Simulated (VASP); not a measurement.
# CaF in VASP: notebook

The runs below take CaF through single point, relaxation of cell and atoms, with PBE.

All numbers are computed with VASP 6.6.1; they aren't measurements. Logs are shortened: lines on timing, memory, paths and dates and some standing lists are left out, and cuts for length are marked.

## Step 1: The cell of the first run

The typed cell holds 8 atoms: a = 3.961 Å, b = 6.908 Å, c = 6.913 Å, α = 110.71°, β = 90.01°, γ = 90.02°.

## Step 2: Single point, PBE

Input file INCAR:

```
SYSTEM = CaF
ALGO = Normal
EDIFF = 1E-6
ENCUT = 600
GGA = PE
GGA_COMPAT = .False.
ISIF = 2
ISMEAR = 0
LASPH = .True.
LCHARG = .True.
LELF = .True.
LREAL = .False.
LVHAR = .True.
LWAVE = .False.
NBANDS = 44
NELM = 120
PREC = Accurate
SIGMA = 0.1
```

Input file KPOINTS:

```
k-points
0
Gamma
  4 4 4
  0 0 0
```

Input file POSCAR:

```
CaF
1.0
    3.9607400986      0.0287027756      0.0398502429
   -0.0504345049      6.9043038683     -0.2185254977
   -0.0509975478     -2.2400558822      6.5403138038
Ca F
4 4
Direct
    0.7500181596      0.7383630450      0.2618395250
    0.2499679346      0.7616391366      0.7381523563
    0.2499731260      0.2616467120      0.2381599852
    0.7500337810      0.2383514271      0.7618473692
    0.2499944196      0.1255945283      0.8744288047
    0.7500038153      0.8744063649      0.6255724944
    0.7499971104      0.3744048240      0.1255717137
    0.2500116538      0.6255939620      0.3744277515
```

Potentials or basis: VASP PAW PBE potentials, release 64 (Ca_sv, F).

Started as:

```
$ cat potpaw_PBE.64/Ca_sv/POTCAR potpaw_PBE.64/F/POTCAR > POTCAR
$ mpirun -np 1 vasp_std > vasp.out
```

OUTCAR:

```text
SYSTEM = CaF
   EDIFF = 1E-6
   ENCUT = 600
   GGA = PE
   ISIF = 2
   ISMEAR = 0
   LASPH = .True.
   LREAL = .False.
   NELM = 120
   PREC = Accurate

 ion  position               nearest neighbor table
   1  0.750  0.738  0.262-   7 2.35   6 2.35   8 2.36   8 2.36
   2  0.250  0.762  0.738-   5 2.35   8 2.35   6 2.36   6 2.36
   3  0.250  0.262  0.238-   8 2.35   5 2.35   7 2.36   7 2.36
   4  0.750  0.238  0.762-   6 2.35   7 2.35   5 2.36   5 2.36
   5  0.250  0.126  0.874-   2 2.35   3 2.35   4 2.36   4 2.36
   6  0.750  0.874  0.626-   4 2.35   1 2.35   2 2.36   2 2.36
   7  0.750  0.374  0.126-   1 2.35   4 2.35   3 2.36   3 2.36
   8  0.250  0.626  0.374-   3 2.35   2 2.35   1 2.36   1 2.36

  LATTYP: Found a triclinic cell.
 ALAT       =     7.9617206562
 B/A-ratio  =     0.4975111201
 C/A-ratio  =     0.8683394816
 COS(alpha) =     0.0002063482
 COS(beta)  =     0.3070014179
 COS(gamma) =     0.4971847205

  Lattice vectors:

 A1 = (   3.9103055937,   6.9330066439,  -0.1786752548)
 A2 = (   3.9607400986,   0.0287027756,   0.0398502429)
 A3 = (   0.0509975478,   2.2400558822,  -6.5403138038)

Analysis of symmetry for initial positions (statically):
=====================================================================
 Subroutine PRICEL returns:
 Original cell was already a primitive cell.

 Routine SETGRP: Setting up the symmetry group for a
 triclinic supercell.

 Subroutine GETGRP returns: Found  1 space group operations
 (whereof  1 operations were pure point group operations)
 out of a pool of  2 trial point group operations.

The static configuration has the point symmetry C_1 .

Analysis of symmetry for dynamics (positions and initial velocities):
=====================================================================
 Subroutine PRICEL returns:
 Original cell was already a primitive cell.

 Routine SETGRP: Setting up the symmetry group for a
 triclinic supercell.

 Subroutine GETGRP returns: Found  1 space group operations
 (whereof  1 operations were pure point group operations)
 out of a pool of  2 trial point group operations.

The dynamic configuration has the point symmetry C_1 .

 Subroutine INISYM returns: Found  1 space group operations
 (whereof  1 operations are pure point group operations),
 and found     1 'primitive' translations

----------------------------------------------------------------------------------------

                                     Primitive cell

  volume of cell :     176.9419

  direct lattice vectors                    reciprocal lattice vectors
     3.960740099  0.028702776  0.039850243     0.252437655  0.001927196  0.002628426
    -0.050434505  6.904303868 -0.218525498    -0.001565440  0.146412533  0.050134050
    -0.050997548 -2.240055882  6.540313804    -0.001590412  0.004880205  0.154556930

  length of vectors
     3.961044562  6.907945349  6.913476387     0.252458694  0.154765963  0.154642137

  position of ions in fractional coordinates (direct lattice)
     0.750018160  0.738363045  0.261839525
     0.249967935  0.761639137  0.738152356
     0.249973126  0.261646712  0.238159985
     0.750033781  0.238351427  0.761847369
     0.249994420  0.125594528  0.874428805
     0.750003815  0.874406365  0.625572494
     0.749997110  0.374404824  0.125571714
     0.250011654  0.625593962  0.374427752

  ion indices of the primitive-cell ions
   primitive index   ion index
                 1           1
                 2           2
                 3           3
                 4           4
                 5           5
                 6           6
                 7           7
                 8           8

----------------------------------------------------------------------------------------

 KPOINTS: k-points

Automatic generation of k-mesh.
 Grid dimensions read from file:
 generate k-points for:    4    4    4

 Generating k-lattice:

  Cartesian coordinates                     Fractional coordinates (reciprocal lattice)
     0.063109414  0.000481799  0.000657106     0.250000000 -0.000000000 -0.000000000
    -0.000391360  0.036603133  0.012533513     0.000000000  0.250000000  0.000000000
    -0.000397603  0.001220051  0.038639233     0.000000000  0.000000000  0.250000000

  Length of vectors
     0.063114673  0.038691491  0.038660534

  Shift w.r.t. Gamma in fractional coordinates (k-lattice)
     0.000000000  0.000000000  0.000000000

 Subroutine IBZKPT returns following result:
 ===========================================

 Found     36 irreducible k-points:

 Following reciprocal coordinates:
            Coordinates               Weight
  0.000000  0.000000  0.000000      1.000000
  0.250000  0.000000 -0.000000      2.000000
  0.500000  0.000000 -0.000000      1.000000
  0.000000  0.250000  0.000000      2.000000
  0.250000  0.250000  0.000000      2.000000
  0.500000  0.250000  0.000000      2.000000
[... 16 lines left out ...]
  0.000000 -0.250000  0.250000      2.000000
  0.250000 -0.250000  0.250000      2.000000
 [... further k-points ...]
   k-points           NKPTS =     36   k-points in BZ     NKDIM =     36   number of bands    NBANDS=     44
   number of dos      NEDOS =    301   number of ions     NIONS =      8
   total plane-waves  NPLWV = 100352
   dimension x,y,z NGX =    32 NGY =   56 NGZ =   56
   dimension x,y,z NGXF=    64 NGYF=  112 NGZF=  112
   ions per type =               4   4
   NGX,Y,Z   is equivalent  to a cutoff of  13.43, 13.48, 13.47 a.u.
   NGXF,Y,Z  is equivalent  to a cutoff of  26.86, 26.95, 26.93 a.u.
 SYSTEM =  CaF
   PREC   = accura    normal or accurate (medium, high low for compatibility)
   ISTART =      0    job   : 0-new  1-cont  2-samecut
   ICHARG =      2    charge: 1-file 2-atom 10-const
   ISPIN  =      1    spin polarized calculation?
   LNONCOLLINEAR =      F non collinear calculations
   LSORBIT =      F    spin-orbit coupling
   LASPH  =      T    aspherical Exc in radial PAW
   ENCUT  =  600.0 eV  44.10 Ry    6.64 a.u.   7.91 13.80 13.81*2*pi/ulx,y,z
   NELM   =    120;   NELMIN=  2; NELMDL= -5     # of ELM steps
   EDIFF  = 0.1E-05   stopping-criterion for ELM
   LREAL  =      F    real-space projection
   EDIFFG = 0.1E-04   stopping-criterion for IOM
   NSW    =      0    number of steps for IOM
   IBRION =     -1    ionic relax: 0-MD 1-quasi-New 2-CG
   NFREE  =      0    steps in history (QN), initial steepest desc. (CG)
   ISIF   =      2    stress and relaxation
   ISYM   =      2    0-nonsym 1-usesym 2-fastsym
   POTIM  = 0.5000    time-step for ionic-motion
   TEBEG  =    0.0;   TEEND  =   0.0 temperature during run
   PSTRESS=    0.0 pullay stress
   NELECT =      68.0000    total number of electrons
   NUPDOWN=      -1.0000    fix difference up-down
   EMIN   =  10.00;   EMAX   =-10.00  energy-range for DOS
   EFERMI =   0.00;   METHOD = LEGACY
   ISMEAR =     0;   SIGMA  =   0.10  broadening in eV -4-tet -1-fermi 0-gaus
   EFERMI_NEDOS =   21; number of points for ismear=-14 and -15
   IALGO  =     38    algorithm
   IMIX   =      4    mixing-type and parameters
     AMIX     =   0.40;   BMIX     =  1.00
     AMIX_MAG =   1.60;   BMIX_MAG =  1.00
  volume/ion in A,a.u.               =      22.12       149.26
  Fermi-wavevector in a.u.,A,eV,Ry     =   1.190239  2.249226 19.274954  1.416669
  Thomas-Fermi vector in A             =   2.326328
   LORBIT       =      0    0 simple, 1 ext, 2 COOP (PROOUT), +10 PAW based schemes
   GGA     = PE    functional components
   LHFCALC =     F    Hartree Fock is set to
   AEXX    =    0.0000 exact exchange contribution
   IVDW    =     0    specifies the selected vdW correction
   LEPSILON=     F    determine dielectric tensor
   LRPA    =     F    only Hartree local field effects (RPA)
 non-spin polarized calculation
 Gauss-broadening in eV      SIGMA  =   0.10
  energy-cutoff  :      600.00
  volume of cell :      176.94
 maximum number of plane-waves:      5930
   NGX = 15   NGY = 27   NGZ = 27

 number of electron      68.0000007 magnetization

 Free energy of the ion-electron system (eV)
  ---------------------------------------------------
  ext. energy  EPLUGINS =         0.00000000
  ---------------------------------------------------
  free energy    TOTEN  =       -38.11061096 eV

  energy without entropy =      -38.08688066  energy(sigma->0) =      -38.09874581

 E-fermi :   3.1750     XC(G=0):  -8.4350

 val. band max:        3.1496652023   @ k =   0.2500   0.5000   0.5000
 cond. band min:       3.1912979385   @ k =   0.5000   0.0000   0.5000
 fundamental gap:      0.0416327362
 Fermi energy:         3.1749762626

 k-point     1 :       0.0000    0.0000    0.0000
  band No.  band energies     occupation
      1     -39.0245      2.00000
      2     -39.0025      2.00000
      3     -39.0025      2.00000
      4     -38.9950      2.00000
      5     -23.1380      2.00000
      6     -22.9364      2.00000
[... 36 lines left out ...]
     43       6.2788      0.00000
     44       6.4102      0.00000

 k-point     2 :       0.2500    0.0000   -0.0000
  band No.  band energies     occupation
      1     -39.0169      2.00000
      2     -38.9992      2.00000
      3     -38.9992      2.00000
      4     -38.9960      2.00000
      5     -23.0980      2.00000
      6     -22.9815      2.00000
[... 36 lines left out ...]
     43       6.2500      0.00000
     44       6.2818      0.00000

 k-point     3 :       0.5000    0.0000   -0.0000
  band No.  band energies     occupation
      1     -39.0032      2.00000
      2     -39.0031      2.00000
      3     -38.9960      2.00000
      4     -38.9959      2.00000
      5     -23.0262      2.00000
      6     -23.0251      2.00000
[... 976 lines left out ...]
     43       6.2933      0.00000
     44       6.4547      0.00000

 k-point    24 :       0.2500   -0.2500    0.2500
  band No.  band energies     occupation
      1     -39.0158      2.00000
      2     -38.9993      2.00000
      3     -38.9992      2.00000
      4     -38.9971      2.00000
      5     -23.0986      2.00000
      6     -22.9816      2.00000
[... 36 lines left out ...]
     43       6.3812      0.00000
     44       6.4223      0.00000

 [... further k-points ...]

------------------------ aborting loop because EDIFF is reached ----------------------------------------

  FORCE on cell =-STRESS in cart. coord.  units (eV):
  Direction    XX          YY          ZZ          XY          YZ          ZX
  --------------------------------------------------------------------------------------
  -------------------------------------------------------------------------------------
  Total        0.2152875      0.1298584      0.0760677      0.0089155     -0.0462876      0.0098727
  in kB        1.9493900      1.1758449      0.6887796      0.0807285     -0.4191257      0.0893956
  external PRESSURE =       1.2713382 kB  Pullay stress =       0.0000000 kB

 VOLUME and BASIS-vectors are now :
 -----------------------------------------------------------------------------
  energy-cutoff  :      600.00
  volume of cell :      176.94
      direct lattice vectors                 reciprocal lattice vectors
     3.960740099  0.028702776  0.039850243     0.252437655  0.001927196  0.002628426
    -0.050434505  6.904303868 -0.218525498    -0.001565440  0.146412533  0.050134050
    -0.050997548 -2.240055882  6.540313804    -0.001590412  0.004880205  0.154556930

 POSITION                                       TOTAL-FORCE (eV/Angst)
 -----------------------------------------------------------------------------------
      2.92003      4.53288      1.58105         0.000150      0.040615     -0.030076
      0.91400      3.61226      4.67127         0.000144     -0.040747      0.030262
      0.96474      1.28017      1.51043         0.000032     -0.040877      0.030078
      2.91982     -0.03940      4.96052        -0.000176      0.040980     -0.030236
      0.93923     -1.08445      5.70156         0.000103     -0.000328      0.000250
      2.89457      4.65738      3.93025        -0.000039      0.000169     -0.000317
      2.94526      2.32524      0.76935         0.000118      0.000340     -0.000137
      0.93958      3.48773      2.32213        -0.000332     -0.000153      0.000176
 -----------------------------------------------------------------------------------
    total drift:                                0.000008     -0.000017     -0.000006

  FREE ENERGIE OF THE ION-ELECTRON SYSTEM (eV)
  ---------------------------------------------------
  free  energy   TOTEN  =       -38.1106109621 eV

  energy  without entropy=      -38.0868806579  energy(sigma->0) =      -38.09874581
```

Wall time 3.8 min (1 thread of AMD EPYC 9R45 (Zen 5), shared host); peak memory 0.43 GiB.

Results:

| Item | Value |
| --- | --- |
| Free energy | -38.1106 eV |
| Pressure | 0.1 GPa |
| Largest force | 0.051 eV/Å |
| Band gap on the k mesh | zero (bands 34 and 35 overlap by 0.55 eV) |

Forces in eV/Å, atoms in the order of the input:
```
Ca   0.000  0.041 -0.030
Ca   0.000 -0.041  0.030
Ca   0.000 -0.041  0.030
Ca   0.000  0.041 -0.030
F    0.000  0.000  0.000
F    0.000  0.000  0.000
F    0.000  0.000  0.000
F    0.000  0.000  0.000
```

Caveat: the k points lie up to 0.40 Å⁻¹ apart, too coarse for converged energies and pressures of a metal.

(Part 1 of 2 ends here.)
